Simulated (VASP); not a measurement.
# ScBSbP3 (P3m1) in VASP: further runs, part 2 of 2

VASP 6.6.1. The steps go on from the part before.

**3. Single point, PBE**

This run uses another cell than the first one, of 21.70 Å³/atom.

File INCAR:

```
SYSTEM = ScBSbP3
PREC     = Accurate       ! precision mode
ENCUT    = 520            ! plane-wave cutoff, eV
EDIFF    = 1E-6           ! SCF threshold, eV
ISMEAR   = 0              ! smearing method
SIGMA    = 0.1            ! smearing width, eV
LREAL    = .False.        ! projectors in reciprocal space
LASPH    = .True.         ! aspherical terms in the spheres
NELM     = 60             ! most SCF steps
ALGO     = Normal         ! electronic algorithm
ISIF     = 2              ! what is computed and relaxed
LWAVE    = .False.        ! write WAVECAR
LCHARG   = .False.        ! write CHGCAR
GGA      = PE             ! functional
NBANDS   = 26             ! bands
```

File KPOINTS:

```
regular mesh
0
Gamma
  12 12 4
  0 0 0
```

File POSCAR:

```
ScBSbP3
1.0
    3.9847115917      0.0000000000      0.0000000000
   -1.9923557959      3.4508614651      0.0000000000
    0.0000000000      0.0000000000      9.4687074270
Sc B Sb P
1 1 1 3
Direct
    0.3333333333      0.6666666667      0.1679839637
    0.0000000000      0.0000000000      0.4877543157
    0.6666666667      0.3333333333      0.9566222110
    0.0000000000      0.0000000000      0.2987187771
    0.0000000000      0.0000000000      0.6746396170
    0.3333333333      0.6666666667      0.7900917156
```

Potentials or basis: VASP PAW PBE potentials, release 64 (Sc_sv, B, Sb, P).

Started as:

```sh
$ cat potpaw_PBE.64/Sc_sv/POTCAR potpaw_PBE.64/B/POTCAR potpaw_PBE.64/Sb/POTCAR potpaw_PBE.64/P/POTCAR > POTCAR
$ mpirun -np 1 vasp_std > vasp.out
```

OUTCAR:

```text
SYSTEM = ScBSbP3
   PREC = Accurate
   ENCUT = 520
   EDIFF = 1E-6
   ISMEAR = 0
   LREAL = .False.
   LASPH = .True.
   NELM = 60
   ISIF = 2
   GGA = PE

 ion  position               nearest neighbor table
   1  0.333  0.667  0.168-   4 2.61   4 2.61   4 2.61   3 3.05   3 3.05   3 3.05
   2  0.000  0.000  0.488-   5 1.77   4 1.79
   3  0.667  0.333  0.957-   6 2.79   6 2.79   6 2.79   1 3.05   1 3.05   1 3.05
   4  0.000  0.000  0.299-   2 1.79   1 2.61   1 2.61   1 2.61
   5  0.000  0.000  0.675-   2 1.77   6 2.55   6 2.55   6 2.55
   6  0.333  0.667  0.790-   5 2.55   5 2.55   5 2.55   3 2.79   3 2.79   3 2.79
[... 904 lines left out ...]
  -------------------------------------------------------------------------------------
  Total        0.0143101      0.0143101     -0.0796152     -0.0000000      0.0000000      0.0000000
  in kB        0.1760916      0.1760916     -0.9796968     -0.0000000      0.0000000      0.0000000
  external PRESSURE =      -0.2091712 kB  Pullay stress =       0.0000000 kB

 VOLUME and BASIS-vectors are now :
 -----------------------------------------------------------------------------
  energy-cutoff  :      520.00
  volume of cell :      130.20
      direct lattice vectors                 reciprocal lattice vectors
     3.984711592  0.000000000  0.000000000     0.250959192  0.144891357  0.000000000
    -1.992355796  3.450861465  0.000000000     0.000000000  0.289782714  0.000000000
     0.000000000  0.000000000  9.468707427     0.000000000  0.000000000  0.105611036

 POSITION                                       TOTAL-FORCE (eV/Angst)
 -----------------------------------------------------------------------------------
     -0.00000      2.30057      1.59059        -0.000000      0.000000     -0.001643
      0.00000      0.00000      4.61840         0.000000     -0.000000     -0.004294
      1.99236      1.15029      9.05798         0.000000     -0.000000     -0.019280
      0.00000      0.00000      2.82848        -0.000000     -0.000000      0.042346
      0.00000      0.00000      6.38797         0.000000     -0.000000     -0.013337
     -0.00000      2.30057      7.48115        -0.000000     -0.000000     -0.003792
 -----------------------------------------------------------------------------------
    total drift:                                0.000000     -0.000000     -0.000400

  FREE ENERGIE OF THE ION-ELECTRON SYSTEM (eV)
  ---------------------------------------------------
  free  energy   TOTEN  =       -32.9291483397 eV

  energy  without entropy=      -32.9268461959  energy(sigma->0) =      -32.92799727
```

stdout:

```text
POSCAR found type information on POSCAR ScB SbP
 POSCAR found :  4 types and       6 ions
 scaLAPACK will be used
 LDA part: xc-table for (Slater+PW92), standard interpolation
 POSCAR, INCAR and KPOINTS ok, starting setup
 FFT: planning ... GRIDC
 FFT: planning ... GRID_SOFT
 FFT: planning ... GRID
 WAVECAR not read
 entering main loop
```

It took 2.7 min on 1 thread of Intel Xeon Platinum 8488C (Sapphire Rapids), shared host; peak memory 0.4 GiB.

Results:

- Free energy: -32.9291 eV
- Pressure: 0.0 GPa
- Largest force: 0.042 eV/Å
- Band gap on the k mesh: zero (bands 17 and 18 overlap by 0.19 eV)

Forces on the atoms (eV/Å):
```
Sc   0.000  0.000 -0.002
B    0.000  0.000 -0.004
Sb   0.000  0.000 -0.019
P    0.000  0.000  0.042
P    0.000  0.000 -0.013
P    0.000  0.000 -0.004
```

Levels at points of the mesh, in eV from the Fermi level:
| k point | band 15 | band 16 | band 17 | band 18 | band 19 | band 20 |
| --- | --- | --- | --- | --- | --- | --- |
| (0.00, 0.00, 0.00) | -1.35 | -0.32 | -0.32 | 0.75 | 0.75 | 1.06 |
| (0.50, 0.00, 0.00) | -2.02 | -0.98 | -0.47 | -0.15 | 0.96 | 1.39 |
| (0.00, 0.00, 0.50) | -1.21 | -0.80 | -0.80 | 1.15 | 1.25 | 1.25 |
| (0.50, 0.00, 0.50) | -1.97 | -1.84 | -0.81 | 0.69 | 1.25 | 1.63 |

Caveat: spin-orbit coupling is left out, which moves the levels of the heavy elements.

**4. Single point, PBE, collinear spin**

This run uses another cell than the first one, of 21.71 Å³/atom.

File INCAR:

```
SYSTEM = ScBSbP3
PREC = Accurate
ENCUT = 520
EDIFF = 1E-6
ISMEAR = 0
SIGMA = 0.1
LREAL = .FALSE.
LASPH = .TRUE.
NELM = 150
ALGO = Normal
ISIF = 2
LWAVE = .FALSE.
LCHARG = .FALSE.
ISPIN = 2
MAGMOM = 1 0 0 0 0 0
LORBIT = 11
LMAXMIX = 4
GGA = PE
NBANDS = 30
```

File KPOINTS:

```
Automatic mesh
0
G
  6 6 2
  0 0 0
```

File POSCAR:

```
ScBSbP3
1.0
    3.9812129423      0.0000000000      0.0000000000
   -1.9906064712      3.4478315459      0.0000000000
    0.0000000000      0.0000000000      9.4894066926
Sc B Sb P
1 1 1 3
Direct
    0.3333333333      0.6666666667      0.1684181462
    0.0000000000      0.0000000000      0.4871365521
    0.6666666667      0.3333333333      0.9564229617
    0.0000000000      0.0000000000      0.2983007851
    0.0000000000      0.0000000000      0.6734105709
    0.3333333333      0.6666666667      0.7921215841
```

Started as:

```sh
$ cat potpaw_PBE.64/Sc_sv/POTCAR potpaw_PBE.64/B/POTCAR potpaw_PBE.64/Sb/POTCAR potpaw_PBE.64/P/POTCAR > POTCAR
$ mpirun -np 1 vasp_std > vasp.out
```

Wall time 82 s (1 thread of Intel Xeon Platinum 8488C (Sapphire Rapids), shared host); peak memory 0.34 GiB.

Results (log left out):

```yaml
Free_energy: -32.8773 eV
Pressure: 0.0 GPa
Largest_force: 0.079 eV/Å
Band_gap_on_the_k_mesh: zero (filled and empty bands overlap)
Net_moment: 0.00 μB per cell
Valence_electrons_inside_the_program's_atomic_spheres: Sc 9.36; B 1.82; Sb 2.46; P 2.62, 2.50, 2.31
```

Forces on the atoms (eV/Å):
```
Sc   0.000  0.000 -0.016
B    0.000  0.000 -0.016
Sb   0.000  0.000  0.001
P    0.000  0.000  0.079
P    0.000  0.000 -0.020
P    0.000  0.000 -0.028
```

Stress tensor (GPa, compression positive):
```
 0.02  0.00  0.00
 0.00  0.02  0.00
 0.00  0.00 -0.19
```

Levels at points of the mesh, in eV from the Fermi level:
Spin up:
| k point | band 13 | band 14 | band 15 | band 16 | band 17 | band 18 | band 19 | band 20 | band 21 | band 22 |
| --- | --- | --- | --- | --- | --- | --- | --- | --- | --- | --- |
| (0.00, 0.00, 0.00) | -2.02 | -2.02 | -1.34 | -0.35 | -0.35 | 0.75 | 0.75 | 1.02 | 1.34 | 1.34 |
| (0.50, 0.00, 0.00) | -3.91 | -2.10 | -2.04 | -1.02 | -0.50 | -0.17 | 0.95 | 1.39 | 1.90 | 2.10 |
| (0.00, 0.00, 0.50) | -1.83 | -1.83 | -1.17 | -0.83 | -0.83 | 1.10 | 1.24 | 1.24 | 1.35 | 1.99 |
| (0.50, 0.00, 0.50) | -3.53 | -2.07 | -1.99 | -1.87 | -0.85 | 0.67 | 1.22 | 1.62 | 1.99 | 2.15 |
Spin down:
| k point | band 14 | band 15 | band 16 | band 17 | band 18 | band 19 | band 20 | band 21 |
| --- | --- | --- | --- | --- | --- | --- | --- | --- |
| (0.00, 0.00, 0.00) | -2.02 | -1.34 | -0.35 | -0.35 | 0.75 | 0.75 | 1.02 | 1.34 |
| (0.50, 0.00, 0.00) | -2.10 | -2.04 | -1.02 | -0.50 | -0.17 | 0.95 | 1.39 | 1.90 |
| (0.00, 0.00, 0.50) | -1.83 | -1.17 | -0.83 | -0.83 | 1.10 | 1.24 | 1.24 | 1.35 |
| (0.50, 0.00, 0.50) | -2.07 | -1.99 | -1.87 | -0.85 | 0.67 | 1.22 | 1.62 | 1.99 |

Caveat: spin-orbit coupling is left out, which moves the levels of the heavy elements.

**5. Relaxation of cell and atoms, PBE**

This run uses another cell than the first one, of 21.71 Å³/atom.

File INCAR:

```
PREC     = Accurate       # precision mode
ENCUT    = 600            # plane-wave cutoff, eV
EDIFF    = 1E-6           # SCF threshold, eV
ISMEAR   = 0              # smearing method
SIGMA    = 0.1            # smearing width, eV
LREAL    = F              # projectors in reciprocal space
LASPH    = T              # aspherical terms in the spheres
NELM     = 80             # most SCF steps
ALGO     = Normal         # electronic algorithm
ISIF     = 3              # what is computed and relaxed
LWAVE    = F              # write WAVECAR
LCHARG   = F              # write CHGCAR
GGA      = PE             # functional
IBRION   = 2              # ionic algorithm
NSW      = 100            # ionic steps
EDIFFG   = -0.01          # ionic threshold
```

File KPOINTS:

```
Automatic mesh
0
Gamma
  12 12 4
```

POSCAR is that of step 4.

Started as:

```sh
$ cat potpaw_PBE.64/Sc_sv/POTCAR potpaw_PBE.64/B/POTCAR potpaw_PBE.64/Sb/POTCAR potpaw_PBE.64/P/POTCAR > POTCAR
$ mpirun -np 1 vasp_std > vasp.out
```

It took 9.7 min on 1 thread of Intel Xeon Platinum 8488C (Sapphire Rapids), shared host; peak memory 0.48 GiB.

It converged, with:

- Free energy: -32.9306 eV
- Relaxed volume: 21.69 Å³/atom
- Relaxed cell: a = 3.984 Å, b = 3.984 Å, c = 9.469 Å, α = 90.00°, β = 90.00°, γ = 120.00°
- Space group after relaxing (to 0.1 Å): P3m1 (No. 156)
- Energy gained by relaxing: 0.3 meV/atom
- Ionic steps: 10
- Pressure after relaxing: 0.0 GPa
- Largest force after relaxing: 0.008 eV/Å
- Band gap on the k mesh: zero (bands 17 and 18 overlap by 0.19 eV)

Forces in eV/Å, atoms in the order of the input:
```
Sc   0.000  0.000 -0.008
B    0.000  0.000  0.001
Sb   0.000  0.000 -0.008
P    0.000  0.000  0.005
P    0.000  0.000  0.003
P    0.000  0.000  0.007
```

Step by step:
| step | energy change (eV) | largest force (eV/Å) | pressure (GPa) | volume (Å³) |
| --- | --- | --- | --- | --- |
| 1 | 0.0000 | 0.1236 | 0.00 | 130.26 |
| 2 | -0.0009 | 0.0931 | 0.03 | 130.26 |
| 3 | -0.0010 | 0.1600 | 0.04 | 130.27 |
| 4 | -0.0014 | 0.1036 | 0.02 | 130.30 |
| 5 | -0.0018 | 0.0545 | -0.04 | 130.36 |
| 6 | -0.0018 | 0.0296 | -0.06 | 130.33 |
| 7 | -0.0019 | 0.0241 | -0.05 | 130.29 |
| 8 | -0.0019 | 0.0179 | -0.01 | 130.21 |
| 9 | -0.0019 | 0.0111 | 0.04 | 130.13 |
| 10 | -0.0019 | 0.0084 | 0.03 | 130.16 |

Final structure:
```
CELL_PARAMETERS angstrom
3.98389 0.00000 0.00000
-1.99195 3.45015 0.00000
0.00000 0.00000 9.46946
ATOMIC_POSITIONS crystal
Sc 0.33333 0.66667 0.16811
B 0.00000 0.00000 0.48786
Sb 0.66667 0.33333 0.95641
P 0.00000 0.00000 0.29900
P 0.00000 0.00000 0.67462
P 0.33333 0.66667 0.78981
```

Levels at points of the mesh, in eV from the Fermi level:
```
           k point  band 15  band 16  band 17  band 18  band 19  band 20
(0.00, 0.00, 0.00)    -1.36    -0.32    -0.32     0.75     0.75     1.06
(0.50, 0.00, 0.00)    -2.02    -0.98    -0.46    -0.14     0.96     1.39
(0.00, 0.00, 0.50)    -1.22    -0.80    -0.80     1.15     1.25     1.25
(0.50, 0.00, 0.50)    -1.98    -1.84    -0.81     0.68     1.25     1.64
```

Caveat: spin-orbit coupling is left out, which moves the levels of the heavy elements.

**6. Overview**

| task | spin | cell | k mesh | cutoff (eV) | gap on the mesh (eV) | pressure (GPa) | relaxed volume (Å³/atom) | largest force (eV/Å) |
| --- | --- | --- | --- | --- | --- | --- | --- | --- |
| relaxation of cell and atoms | off | relaxed from a = 4.007, b = 4.007, c = 9.976 Å, angles 90.0, 90.0, 120.0°, 6 atoms, atomic positions A | 6 × 6 × 2 | 600 | none | 0.0 | 21.95 | 0.03 |
| single point | off | a = 3.985, b = 3.985, c = 9.469 Å, angles 90.0, 90.0, 120.0°, 6 atoms, atomic positions B | 12 × 12 × 4 | 520 | none | 0.0 | - | 0.04 |
| single point | collinear | a = 3.981, b = 3.981, c = 9.489 Å, angles 90.0, 90.0, 120.0°, 6 atoms, atomic positions C | 6 × 6 × 2 | 520 | none | 0.0 | - | 0.08 |
| relaxation of cell and atoms | off | relaxed from a = 3.981, b = 3.981, c = 9.489 Å, angles 90.0, 90.0, 120.0°, 6 atoms, atomic positions C | 12 × 12 × 4 | 600 | none | 0.0 | 21.69 | 0.01 |

Alike in all rows: level PBE; potentials or basis VASP PAW PBE potentials, release 64 (Sc_sv, B, Sb, P); smearing gaussian 0.1 eV.

Caveats: spin-orbit coupling is left out, which moves the levels of the heavy elements; a cell axis changed by over 15 % at a fixed basis, so the end point is rough (at least some runs).

Total energies depend on the potentials used, so only differences within one code and one set of settings carry meaning.
